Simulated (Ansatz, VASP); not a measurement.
## TePb3Se2 in VASP and in Ansatz

```xyz
6
Lattice="4.4270 0.0000 0.0000 -2.2135 3.8339 0.0000 0.0000 0.0000 10.8440" Properties=species:S:1:pos:R:3 pbc="T T T"
Te    0.0000    0.0000    0.0000
Pb    2.2135    1.2780    9.0366
Pb    0.0000    0.0000    5.4220
Pb    0.0000    2.5559    1.8073
Se    0.0000    2.5559    7.2293
Se    2.2135    1.2780    3.6147
```

Alike in both runs: task single point; functional PBE; k mesh 6 × 6 × 2; occupations gaussian, width 0.1 eV; no spin polarisation.

|  | VASP | Ansatz |
| --- | --- | --- |
| version | VASP 6.6.1 | Ansatz 0.2.0 |
| potentials or method | VASP PAW PBE potentials, release 64 (Te, Pb_d, Se), cutoff 520 eV | scalar-relativistic, plane waves, PAW |
| valence electrons in the cell | 60 | 90 |

```tsv
	VASP	Ansatz	Ansatz less VASP
gap on the k mesh at the Fermi level (eV)	0.46	0.46	-0.004
least direct gap on the mesh (eV)	0.47	0.47	-0.004
pressure (GPa)	1.9	2.0	+0.03
rms of the force components (eV/Å)	0.289	0.289	-0.0001
```

Atom by atom the forces differ by 0.000 eV/Å (rms over components). VASP's potentials hold 60 valence electrons a cell and Ansatz's 90, so a difference there can come from the potentials and not from the codes.

Spin-orbit coupling is off throughout.
